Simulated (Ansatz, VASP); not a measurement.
Be: VASP beside Ansatz

```
Be
1.0
     0.00000    1.57632    1.57632
     1.57632    0.00000    1.57632
     1.57632    1.57632    0.00000
Be
1
Cartesian
  1.5763 1.5763 1.5763
```

Alike in both runs: task relaxation of cell and atoms; functional PBEsol; k mesh 30 × 30 × 30; occupations gaussian, width 0.1 eV; no spin polarisation.

```csv
,VASP,Ansatz
version,VASP 6.6.1,Ansatz 0.2.0
potentials or method,"VASP PAW PBE potentials, release 64 (Be), cutoff 600 eV","scalar-relativistic, plane waves, PAW"
valence electrons in the cell,2,2
```

|  | VASP | Ansatz | Ansatz less VASP |
| --- | --- | --- | --- |
| gap on the k mesh at the Fermi level, each at its own relaxed structure (eV) | none | none | - |
| relaxed volume (Å³/atom) | 7.81 | 7.79 | -0.026 |
| relaxed cell length with the largest relative difference (Å) | 2.227 | 2.225 | -0.0025 |

VASP's potentials were made for PBE, not for PBEsol. A gap of «none» marks a metal or a gap that the smearing closes.
